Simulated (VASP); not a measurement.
# HfPd2N4: single point with PBE

The system is HfPd2N4.

```
Hf Pd N
1.0
     3.11942    0.00000    0.00000
    -1.55971    2.70149    0.00000
     0.00000    0.00000    9.85649
Hf Pd N
1 2 4
Direct
  0.00000 0.00000 0.00000
  0.00000 0.00000 0.28524
  0.00000 0.00000 0.71476
  0.33333 0.66667 0.12630
  0.33333 0.66667 0.61740
  0.66667 0.33333 0.38260
  0.66667 0.33333 0.87370
```

This cell differs from its parent crystal: atoms taken out.

```json
{
  "Program": "VASP 6.6.1",
  "Task": "single point",
  "Functional": "PBE",
  "Potentials or basis": "VASP PAW PBE potentials, release 64 (Hf_pv, Pd, N)",
  "Cutoff": "600 eV",
  "k mesh": "4 × 4 × 2",
  "Occupations": "gaussian, width 0.15 eV",
  "Spin": "no spin polarisation"
}
```

```yaml
Pressure: -1.2 GPa
Largest_force: 0.127 eV/Å
Band_gap_on_the_k_mesh: zero (bands 25 and 26 overlap by 1.12 eV)
```

Forces on the atoms (eV/Å):
```
Hf   0.000  0.000  0.000
Pd   0.000  0.000 -0.025
Pd   0.000  0.000  0.025
N    0.000  0.000 -0.127
N    0.000  0.000 -0.022
N    0.000  0.000  0.022
N    0.000  0.000  0.127
```

Stress tensor (GPa, compression positive):
```
-1.48  0.00  0.00
 0.00 -1.48  0.00
 0.00  0.00 -0.68
```

Levels at points of the mesh, in eV from the Fermi level:
| k point | band 23 | band 24 | band 25 | band 26 | band 27 | band 28 |
| --- | --- | --- | --- | --- | --- | --- |
| (0.00, 0.00, 0.00) | -0.43 | -0.43 | 0.91 | 1.90 | 1.90 | 2.48 |
| (0.50, 0.00, 0.00) | -1.41 | -0.96 | -0.58 | -0.06 | 1.32 | 1.54 |
| (0.00, 0.00, 0.50) | -0.46 | -0.35 | 0.59 | 2.08 | 2.08 | 2.29 |
| (0.50, 0.00, 0.50) | -1.30 | -1.07 | -0.25 | -0.21 | 1.28 | 1.34 |

Wall time 68 s on 1 thread of Intel Xeon 8259CL (shared host), peak memory 0.25 GiB.

Caveat: the k points lie up to 0.58 Å⁻¹ apart, too coarse for converged energies and pressures of a metal; the cell differs from its parent crystal (atoms taken out); spin-orbit coupling is left out, which moves the levels of the heavy elements.
